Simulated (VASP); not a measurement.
Input of a VASP 6.6.1 run:

The input INCAR:

```
PREC = Accurate
ENCUT = 520
EDIFF = 1E-7
ISMEAR = 0
SIGMA = 0.1
LREAL = Auto
LASPH = T
NELM = 100
ALGO = Fast
ISIF = 2
LWAVE = F
LCHARG = F
LDIPOL = T
IDIPOL = 3
DIPOL = 0.5 0.5 0.500
GGA = PS
NBANDS = 40
```

The input KPOINTS:

```
regular mesh
0
Gamma
  12 4 1
```

POSCAR

```
Al
1.0
    2.8394270055      0.0000000000      0.0000000000
    0.0000000000      8.5182810166      0.0000000000
    0.0000000000      0.0000000000     25.7081498149
Al
17
Direct
    0.5000000000      0.2777777778      0.2917362803
    0.0000000000      0.5555555556      0.3177692452
    0.5000000000      0.8333333333      0.3438022102
    0.0000000000      0.1111111111      0.3698351752
    0.5000000000      0.3888888889      0.3958681401
    0.0000000000      0.6666666667      0.4219011051
    0.5000000000      0.9444444444      0.4479340701
    0.0000000000      0.2222222222      0.4739670350
    0.5000000000      0.5000000000      0.5000000000
    0.0000000000      0.7777777778      0.5260329650
    0.5000000000      0.0555555556      0.5520659299
    0.0000000000      0.3333333333      0.5780988949
    0.5000000000      0.6111111111      0.6041318599
    0.0000000000      0.8888888889      0.6301648248
    0.5000000000      0.1666666667      0.6561977898
    0.0000000000      0.4444444444      0.6822307548
    0.5000000000      0.7222222222      0.7082637197
```

Potentials or basis: VASP PAW PBE potentials, release 64 (Al).

Command:

```sh
$ cat potpaw_PBE.64/Al/POTCAR > POTCAR
$ mpirun -np 1 vasp_std > vasp.out
```

Estimate the largest force.

0.224 eV/Å.

Forces in eV/Å, atoms in the order of the input:
```
Al   0.000  0.073  0.168
Al   0.000  0.113 -0.005
Al   0.000  0.020 -0.115
Al   0.000 -0.129 -0.184
Al   0.000 -0.013  0.063
Al   0.000 -0.076  0.038
Al   0.000 -0.041  0.108
Al   0.000 -0.026  0.027
Al   0.000  0.000  0.000
Al   0.000  0.026 -0.027
Al   0.000  0.041 -0.108
Al   0.000  0.076 -0.038
Al   0.000  0.013 -0.063
Al   0.000  0.129  0.184
Al   0.000 -0.020  0.115
Al   0.000 -0.113  0.005
Al   0.000 -0.073 -0.168
```

Caveat: the PAW data sets were made with another functional, which shifts forces and pressure a little.
